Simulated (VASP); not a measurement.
Wanted: the native input for a VASP 6.6.1 run.

| Quantity | Value |
| --- | --- |
| Task | single point |
| Functional | PBEsol |
| Potentials or basis | VASP PAW PBE potentials, release 64 (As, Se) |
| Cutoff | 520 eV |
| k mesh | 4 × 4 × 4 |
| Occupations | gaussian, width 0.2 eV |
| Spin | no spin polarisation |
| Dipole correction | no |
| Further INCAR settings | ALGO = Normal; EDIFF = 1e-07; NBANDS = 25 |

The structure of As2Se lies in POSCAR:

```
As2Se
1.0
   -3.5294180000      3.5294180000      2.6535710000
    3.5294180000     -3.5294180000      2.6535710000
    3.5294180000      3.5294180000     -2.6535710000
As Se
4 2
Direct
    0.8750000000      0.1250000000      0.7500000000
    0.3750000000      0.1250000000      0.2500000000
    0.8750000000      0.6250000000      0.7500000000
    0.8750000000      0.1250000000      0.2500000000
    0.5000000000      0.5000000000      0.0000000000
    0.2500000000      0.7500000000      0.5000000000
```

One way to write it, as run:

INCAR

```
SYSTEM = As2Se
PREC = Accurate
ENCUT = 520
EDIFF = 1E-7
ISMEAR = 0
SIGMA = 0.2
LREAL = .FALSE.
LASPH = .TRUE.
NELM = 100
ALGO = Normal
ISIF = 2
LWAVE = .FALSE.
LCHARG = .FALSE.
GGA = PS
NBANDS = 25
```

KPOINTS

```
regular mesh
0
G
  4 4 4
  0 0 0
```

Potentials or basis: VASP PAW PBE potentials, release 64 (As, Se).

Command:

```console
$ cat potpaw_PBE.64/As/POTCAR potpaw_PBE.64/Se/POTCAR > POTCAR
$ mpirun -np 1 vasp_std > vasp.out
```

Results of the run:

The pressure is -3.6 GPa. The band gap on the k mesh is zero (band 16 reaches 4.77 eV, above the bottom of band 17 at 4.58 eV).

Caveat: the k points lie up to 0.37 Å⁻¹ apart; the PAW data sets were made with another functional, which shifts forces and pressure a little.

Run time: 20 s on 1 thread of Intel(R) Xeon(R) 6975P-C (Granite Rapids) (shared host), peak memory 0.25 GiB.
